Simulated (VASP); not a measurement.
## Si2As3: single point with PBE

Si2As3:

```
Si As
1.0
     3.67982    0.00000    0.00000
    -1.83991    3.18682    0.00000
     0.00000    0.00000   22.76476
Si As
4 6
Direct
  0.00000 0.00000 0.74616
  0.00000 0.00000 0.64231
  0.00000 0.00000 0.25384
  0.00000 0.00000 0.35769
  0.33333 0.66667 0.03012
  0.66667 0.33333 0.96988
  0.33333 0.66667 0.79476
  0.33333 0.66667 0.59372
  0.66667 0.33333 0.20524
  0.66667 0.33333 0.40628
```

```yaml
Program: VASP 6.6.1
Task: single point
Functional: PBE
Potentials_or_basis: VASP PAW PBE potentials, release 64 (Si, As)
Cutoff: 520 eV
k_mesh: 12 × 12 × 2
Occupations: gaussian, width 0.01 eV
Spin: no spin polarisation
```

```yaml
Pressure: 0.2 GPa
Largest_force: 0.077 eV/Å
Band_gap_on_the_k_mesh: 1.00 eV (least direct gap 1.26 eV)
```

Forces in eV/Å, atoms in the order of the input:
```
Si   0.000  0.000 -0.044
Si   0.000  0.000  0.043
Si   0.000  0.000  0.044
Si   0.000  0.000 -0.043
As   0.000  0.000  0.077
As   0.000  0.000 -0.077
As   0.000  0.000  0.043
As   0.000  0.000 -0.042
As   0.000  0.000 -0.043
As   0.000  0.000  0.042
```

Levels at points of the mesh, in eV from the valence-band top:
```tsv
k point	band 21	band 22	band 23	band 24	band 25	band 26
(0.00, 0.00, 0.00)	-0.48	-0.47	-0.24	1.29	2.07	2.08
(0.50, 0.00, 0.00)	-1.80	-1.63	-1.59	1.08	1.14	1.36
(0.00, 0.00, 0.50)	-0.48	-0.48	0.00	1.26	2.07	2.08
(0.50, 0.00, 0.50)	-1.80	-1.62	-1.59	1.09	1.11	1.30
```

It took 3.5 min on 1 thread of Intel(R) Xeon(R) 6975P-C (Granite Rapids), with other jobs on the host, peak memory 0.52 GiB.

Caveat: this functional lacks dispersion, which binds the layers, so the pressure and a relaxed spacing across them are unreliable. A k mesh can miss the band edges.
